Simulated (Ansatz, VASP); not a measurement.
## CdSe in VASP and in Ansatz

Contents of INCAR:

```
SYSTEM = CdSe
  PREC = Accurate
  ENCUT = 500
  EDIFF = 1E-6
  ISMEAR = 0
  SIGMA = 0.02
  LREAL = .False.
  LASPH = .True.
  NELM = 120
  ALGO = Normal
  ISIF = 2
  LWAVE = .False.
  LCHARG = .True.
  GGA = PS
  LELF = .True.
  LVHAR = .True.
  NBANDS = 16
  GGA_COMPAT = .False.
```

Contents of KPOINTS:

```
regular mesh
0
Gamma
  6 6 6
  0 0 0
```

File POSCAR:

```
CdSe
1.0
    0.0000000000      3.0410661765      3.0410661765
    3.0410661765      0.0000000000      3.0410661765
    3.0410661765      3.0410661765      0.0000000000
Cd Se
1 1
Direct
    0.0000000000      0.0000000000      0.0000000000
    0.2500000000      0.2500000000      0.2500000000
```

Input for Ansatz:

```yaml
crystal:
  lattice:
    - [0.0, 3.0410661765, 3.0410661765]
    - [3.0410661765, 0.0, 3.0410661765]
    - [3.0410661765, 3.0410661765, 0.0]
  atoms:
    - { symbol: Cd, position: [0.0, 0.0, 0.0] }
    - { symbol: Se, position: [0.25, 0.25, 0.25] }
basis:
  ecutwfc: 420
kpoints:
  mp_grid: { grid: [6, 6, 6] }
hamiltonian:
  xc: pbesol
  pseudopotentials: { kind: paw, azcp: { folder: soft_1 } }
scf:
  occupations: { method: gaussian, width: 0.02 }
output:
  forces: true
  stress: true
  eigenvalues: true
```

Alike in both runs: task single point; functional PBEsol; k mesh 6 × 6 × 6; occupations gaussian, width 0.02 eV; no spin polarisation.

|  | VASP | Ansatz |
| --- | --- | --- |
| version | VASP 6.6.1 | Ansatz 0.2.0 |
| potentials or method | VASP PAW PBE potentials, release 64 (Cd, Se), cutoff 500 eV | scalar-relativistic, plane waves, PAW |
| valence electrons in the cell | 18 | 36 |

Ansatz gave:

```
gap on the k mesh at the Fermi level (eV) : 0.48
least direct gap on the mesh (eV)         : 0.48
pressure (GPa)                            : 0.0
```

Problem. Estimate VASP's values.

Solution. gap on the k mesh at the Fermi level (eV): 0.48; least direct gap on the mesh (eV): 0.48; pressure (GPa): 0.3.

VASP's potentials were made for PBE, not for PBEsol, and Ansatz warns of the same on its side. VASP's potentials hold 18 valence electrons a cell and Ansatz's 36, so a difference there can come from the potentials and not from the codes.
